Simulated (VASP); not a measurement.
# Pd3Cl in VASP: single point with PBE

Aim: the single point of Pd3Cl with PBE.

Everything below comes from runs of VASP 6.6.1. Logs are shortened: lines on timing, memory, paths and dates and some standing lists are left out, and cuts for length are marked.

### Step 1. The cell of the first run

The cell holds a slab with vacuum, 4 atoms: a = 2.788 Å, b = 2.788 Å, c = 19.387 Å, α = 90.00°, β = 90.00°, γ = 90.00°.

### Step 2. Single point, PBE

Input file INCAR:

```
SYSTEM = Pd3Cl
ALGO = Normal
DIPOL = 0.5 0.5 0.359
EDIFF = 1E-6
ENCUT = 520
GGA = PE
IDIPOL = 3
ISIF = 2
ISMEAR = 0
LASPH = .TRUE.
LCHARG = .TRUE.
LDIPOL = .TRUE.
LELF = .TRUE.
LREAL = .FALSE.
LVACPOTAV = .TRUE.
LVHAR = .TRUE.
LWAVE = .FALSE.
NBANDS = 26
NELM = 60
PREC = Accurate
SIGMA = 0.1
```

Input file KPOINTS:

```
k-points
0
G
  10 10 1
  0 0 0
```

Input file POSCAR:

```
Pd3Cl
1.0
    2.7875943942      0.0000000000      0.0000000000
    0.0000000000      2.7875943942      0.0000000000
    0.0000000000      0.0000000000     19.3873314569
Pd Cl
3 1
Direct
    0.5000000000      0.5000000000      0.2063202978
    0.0000000000      0.0000000000      0.3065748042
    0.5000000000      0.5000000000      0.4068291438
    0.6666666667      0.8333333333      0.5163602917
```

Potentials or basis: VASP PAW PBE potentials, release 64 (Pd, Cl).

On the command line:

```bash
cat potpaw_PBE.64/Pd/POTCAR potpaw_PBE.64/Cl/POTCAR > POTCAR
mpirun -np 1 vasp_std > vasp.out
```

OUTCAR:

```text
SYSTEM = Pd3Cl
   EDIFF = 1E-6
   ENCUT = 520
   GGA = PE
   ISIF = 2
   ISMEAR = 0
   LASPH = .TRUE.
   LREAL = .FALSE.
   NELM = 60
   PREC = Accurate

 ion  position               nearest neighbor table
   1  0.500  0.500  0.206-   2 2.77   2 2.77   2 2.77   2 2.77
   2  0.000  0.000  0.307-   3 2.77   3 2.77   3 2.77   3 2.77   1 2.77   1 2.77   1 2.77   1 2.77

   3  0.500  0.500  0.407-   4 2.36   2 2.77   2 2.77   2 2.77   2 2.77   4 2.86
   4  0.667  0.833  0.516-   3 2.36   3 2.86

  LATTYP: Found a simple tetragonal cell.
 ALAT       =     2.7875943942
 C/A-ratio  =     6.9548609716

  Lattice vectors:

 A1 = (   2.7875943942,   0.0000000000,   0.0000000000)
 A2 = (   0.0000000000,   2.7875943942,   0.0000000000)
 A3 = (   0.0000000000,   0.0000000000,  19.3873314569)

Analysis of symmetry for initial positions (statically):
=====================================================================
 Subroutine PRICEL returns:
 Original cell was already a primitive cell.

 Routine SETGRP: Setting up the symmetry group for a
 simple tetragonal supercell.

 Subroutine GETGRP returns: Found  1 space group operations
 (whereof  1 operations were pure point group operations)
 out of a pool of 16 trial point group operations.

The static configuration has the point symmetry C_1 .

Analysis of symmetry for dynamics (positions and initial velocities):
=====================================================================
 Subroutine PRICEL returns:
 Original cell was already a primitive cell.

 Routine SETGRP: Setting up the symmetry group for a
 simple tetragonal supercell.

 Subroutine GETGRP returns: Found  1 space group operations
 (whereof  1 operations were pure point group operations)
 out of a pool of 16 trial point group operations.

The dynamic configuration has the point symmetry C_1 .

 Subroutine INISYM returns: Found  1 space group operations
 (whereof  1 operations are pure point group operations),
 and found     1 'primitive' translations

----------------------------------------------------------------------------------------

                                     Primitive cell

  volume of cell :     150.6528

  direct lattice vectors                    reciprocal lattice vectors
     2.787594394  0.000000000  0.000000000     0.358732247  0.000000000  0.000000000
     0.000000000  2.787594394  0.000000000     0.000000000  0.358732247  0.000000000
     0.000000000  0.000000000 19.387331457     0.000000000  0.000000000  0.051580074

  length of vectors
     2.787594394  2.787594394 19.387331457     0.358732247  0.358732247  0.051580074

  position of ions in fractional coordinates (direct lattice)
     0.500000000  0.500000000  0.206320298
     0.000000000  0.000000000  0.306574804
     0.500000000  0.500000000  0.406829144
     0.666666667  0.833333333  0.516360292

  ion indices of the primitive-cell ions
   primitive index   ion index
                 1           1
                 2           2
                 3           3
                 4           4

----------------------------------------------------------------------------------------

 KPOINTS: k-points

Automatic generation of k-mesh.
 Grid dimensions read from file:
 generate k-points for:   10   10    1

 Generating k-lattice:

  Cartesian coordinates                     Fractional coordinates (reciprocal lattice)
     0.035873225  0.000000000  0.000000000     0.100000000  0.000000000  0.000000000
     0.000000000  0.035873225  0.000000000     0.000000000  0.100000000  0.000000000
     0.000000000  0.000000000  0.051580074     0.000000000  0.000000000  1.000000000

  Length of vectors
     0.035873225  0.035873225  0.051580074

  Shift w.r.t. Gamma in fractional coordinates (k-lattice)
     0.000000000  0.000000000  0.000000000

 Subroutine IBZKPT returns following result:
 ===========================================

 Found     52 irreducible k-points:

 Following reciprocal coordinates:
            Coordinates               Weight
  0.000000  0.000000  0.000000      1.000000
  0.100000  0.000000  0.000000      2.000000
  0.000000  0.100000  0.000000      2.000000
  0.200000  0.000000  0.000000      2.000000
  0.000000  0.200000  0.000000      2.000000
  0.300000  0.000000  0.000000      2.000000
[... 16 lines left out ...]
 -0.100000  0.400000  0.000000      2.000000
 -0.400000  0.100000  0.000000      2.000000
 [... further k-points ...]
   k-points           NKPTS =     52   k-points in BZ     NKDIM =     52   number of bands    NBANDS=     26
   number of dos      NEDOS =    301   number of ions     NIONS =      4
   total plane-waves  NPLWV =  82944
   dimension x,y,z NGX =    24 NGY =   24 NGZ =  144
   dimension x,y,z NGXF=    48 NGYF=   48 NGZF=  288
   ions per type =               3   1
   NGX,Y,Z   is equivalent  to a cutoff of  14.31, 14.31, 12.35 a.u.
   NGXF,Y,Z  is equivalent  to a cutoff of  28.63, 28.63, 24.70 a.u.
 SYSTEM =  Pd3Cl
   PREC   = accura    normal or accurate (medium, high low for compatibility)
   ISTART =      0    job   : 0-new  1-cont  2-samecut
   ICHARG =      2    charge: 1-file 2-atom 10-const
   ISPIN  =      1    spin polarized calculation?
   LNONCOLLINEAR =      F non collinear calculations
   LSORBIT =      F    spin-orbit coupling
   LASPH  =      T    aspherical Exc in radial PAW
   ENCUT  =  520.0 eV  38.22 Ry    6.18 a.u.   5.18  5.18 36.05*2*pi/ulx,y,z
   NELM   =     60;   NELMIN=  2; NELMDL= -5     # of ELM steps
   EDIFF  = 0.1E-05   stopping-criterion for ELM
   LREAL  =      F    real-space projection
   EDIFFG = 0.1E-04   stopping-criterion for IOM
   NSW    =      0    number of steps for IOM
   IBRION =     -1    ionic relax: 0-MD 1-quasi-New 2-CG
   NFREE  =      0    steps in history (QN), initial steepest desc. (CG)
   ISIF   =      2    stress and relaxation
   ISYM   =      2    0-nonsym 1-usesym 2-fastsym
   POTIM  = 0.5000    time-step for ionic-motion
   TEBEG  =    0.0;   TEEND  =   0.0 temperature during run
   PSTRESS=    0.0 pullay stress
   NELECT =      37.0000    total number of electrons
   NUPDOWN=      -1.0000    fix difference up-down
   EMIN   =  10.00;   EMAX   =-10.00  energy-range for DOS
   EFERMI =   0.00;   METHOD = LEGACY
   ISMEAR =     0;   SIGMA  =   0.10  broadening in eV -4-tet -1-fermi 0-gaus
   EFERMI_NEDOS =   21; number of points for ismear=-14 and -15
   IALGO  =     38    algorithm
   IMIX   =      4    mixing-type and parameters
     AMIX     =   0.40;   BMIX     =  1.00
     AMIX_MAG =   1.60;   BMIX_MAG =  1.00
  volume/ion in A,a.u.               =      37.66       254.16
  Fermi-wavevector in a.u.,A,eV,Ry     =   1.025218  1.937382 14.300710  1.051073
  Thomas-Fermi vector in A             =   2.159047
   LORBIT       =      0    0 simple, 1 ext, 2 COOP (PROOUT), +10 PAW based schemes
   GGA     = PE    functional components
   LHFCALC =     F    Hartree Fock is set to
   AEXX    =    0.0000 exact exchange contribution
   IVDW    =     0    specifies the selected vdW correction
   LEPSILON=     F    determine dielectric tensor
   LRPA    =     F    only Hartree local field effects (RPA)
 non-spin polarized calculation
 Gauss-broadening in eV      SIGMA  =   0.10
  energy-cutoff  :      520.00
  volume of cell :      150.65
 maximum number of plane-waves:      4096
 NGX is ok and might be reduce to    24
   NGX = 11   NGY = 11   NGZ = 73

 dipolmoment           0.000000      0.000000     -0.010877 electrons x Angstroem

 number of electron      37.0000009 magnetization

 dipolmoment           0.000000      0.000000      0.038024 electrons x Angstroem

 Free energy of the ion-electron system (eV)
  ---------------------------------------------------
  ext. energy  EPLUGINS =         0.00000000
  ---------------------------------------------------
  free energy    TOTEN  =       -16.26478997 eV

  energy without entropy =      -16.21949183  energy(sigma->0) =      -16.24214090

 E-fermi :   0.1964     XC(G=0):  -5.9230

 val. band max:        0.1940865420   @ k =   0.1000   0.1000   0.0000
 cond. band min:       0.1980690275   @ k =  -0.1000   0.1000   0.0000
 fundamental gap:      0.0039824855
 Fermi energy:         0.1964016150

 k-point     1 :       0.0000    0.0000    0.0000
  band No.  band energies     occupation
      1     -16.1067      2.00000
      2      -6.0467      2.00000
      3      -4.9124      2.00000
      4      -4.4581      2.00000
      5      -4.3181      2.00000
      6      -3.8073      2.00000
[... 18 lines left out ...]
     25       6.8987      0.00000
     26       7.2911      0.00000

 k-point     2 :       0.1000    0.0000    0.0000
  band No.  band energies     occupation
      1     -16.0069      2.00000
      2      -5.8565      2.00000
      3      -4.7985      2.00000
      4      -4.3207      2.00000
      5      -4.1902      2.00000
      6      -3.6690      2.00000
[... 18 lines left out ...]
     25       7.1502      0.00000
     26       7.4479      0.00000

 k-point     3 :       0.0000    0.1000    0.0000
  band No.  band energies     occupation
      1     -16.0054      2.00000
      2      -5.8453      2.00000
      3      -4.7834      2.00000
      4      -4.3584      2.00000
      5      -4.1829      2.00000
      6      -3.7509      2.00000
[... 18 lines left out ...]
     25       7.1310      0.00000
     26       7.4419      0.00000

 k-point     4 :       0.2000    0.0000    0.0000
  band No.  band energies     occupation
      1     -15.7287      2.00000
      2      -5.3779      2.00000
      3      -4.5761      2.00000
      4      -4.0564      2.00000
      5      -3.7908      2.00000
      6      -3.5556      2.00000
[... 18 lines left out ...]
     25       7.7167      0.00000
     26       7.9949      0.00000

 k-point     5 :       0.0000    0.2000    0.0000
  band No.  band energies     occupation
      1     -15.7227      2.00000
      2      -5.3308      2.00000
      3      -4.5868      2.00000
      4      -4.1202      2.00000
      5      -3.8219      2.00000
      6      -3.7270      2.00000
[... 18 lines left out ...]
     25       7.5461      0.00000
     26       8.0092      0.00000

 k-point     6 :       0.3000    0.0000    0.0000
  band No.  band energies     occupation
      1     -15.3424      2.00000
      2      -4.9078      2.00000
      3      -4.5144      2.00000
      4      -4.1606      2.00000
      5      -3.7766      2.00000
      6      -3.6758      2.00000
[... 427 lines left out ...]
 k-point    21 :       0.1000    0.3000    0.0000
  band No.  band energies     occupation
      1     -15.2328      2.00000
      2      -4.8226      2.00000
      3      -4.4455      2.00000
      4      -4.0987      2.00000
      5      -3.7470      2.00000
      6      -3.5673      2.00000
[... 18 lines left out ...]
     25       7.7716      0.00000
     26       8.2762      0.00000

 k-point    22 :       0.4000    0.1000    0.0000
  band No.  band energies     occupation
      1     -14.8871      2.00000
      2      -5.3064      2.00000
      3      -4.4966      2.00000
      4      -4.0825      2.00000
      5      -3.7618      2.00000
      6      -3.2443      2.00000
[... 18 lines left out ...]
     25       8.3729      0.00000
     26       8.7345      0.00000

 k-point    23 :      -0.1000    0.4000    0.0000
  band No.  band energies     occupation
      1     -14.8676      2.00000
      2      -5.4944      2.00000
      3      -4.6117      2.00000
      4      -4.0397      2.00000
      5      -3.8214      2.00000
      6      -3.2102      2.00000
[... 18 lines left out ...]
     25       8.3385      0.00000
     26       8.7509      0.00000

 k-point    24 :      -0.4000    0.1000    0.0000
  band No.  band energies     occupation
      1     -14.8869      2.00000
      2      -5.3074      2.00000
      3      -4.5111      2.00000
      4      -4.0821      2.00000
      5      -3.7414      2.00000
      6      -3.2345      2.00000
[... 18 lines left out ...]
     25       8.3854      0.00000
     26       8.7129      0.00000

 [... further k-points ...]
[... 5 lines left out ...]
  --------------------------------------------------------------------------------------
  -------------------------------------------------------------------------------------
  Total        0.7568424      1.2493394      0.2755887     -0.1169157     -0.0242835     -0.5957449
  in kB        8.0489432     13.2865984      2.9308582     -1.2433868     -0.2582528     -6.3356865
  external PRESSURE =       8.0887999 kB  Pullay stress =       0.0000000 kB

 VOLUME and BASIS-vectors are now :
 -----------------------------------------------------------------------------
  energy-cutoff  :      520.00
  volume of cell :      150.65
      direct lattice vectors                 reciprocal lattice vectors
     2.787594394  0.000000000  0.000000000     0.358732247  0.000000000  0.000000000
     0.000000000  2.787594394  0.000000000     0.000000000  0.358732247  0.000000000
     0.000000000  0.000000000 19.387331457     0.000000000  0.000000000  0.051580074

 POSITION                                       TOTAL-FORCE (eV/Angst)
 -----------------------------------------------------------------------------------
      1.39380      1.39380      4.00000         0.014330      0.014334      0.012272
      0.00000      0.00000      5.94367         0.044341      0.132327     -0.185522
      1.39380      1.39380      7.88733         0.154897     -0.282543      0.174741
      1.85840      2.32300     10.01085        -0.213568      0.135882     -0.001491
 -----------------------------------------------------------------------------------
    total drift:                               -0.000060     -0.000053      0.000494

  FREE ENERGIE OF THE ION-ELECTRON SYSTEM (eV)
  ---------------------------------------------------
  free  energy   TOTEN  =       -16.2647899664 eV

  energy  without entropy=      -16.2194918251  energy(sigma->0) =      -16.24214090

 vacuum level on the upper side and lower side of the slab         6.134         5.249
```

It took 3.2 min on 1 thread of AMD EPYC 9R45 (Zen 5), shared host; peak memory 0.34 GiB.

Results:

```
Free energy            : -16.2648 eV
Largest force          : 0.367 eV/Å
Band gap on the k mesh : zero (an odd number of electrons rules out a gap without spin polarisation)
```

Forces in eV/Å, atoms in the order of the input:
```
Pd   0.014  0.014  0.012
Pd   0.044  0.132 -0.186
Pd   0.155 -0.283  0.175
Cl  -0.214  0.136 -0.001
```
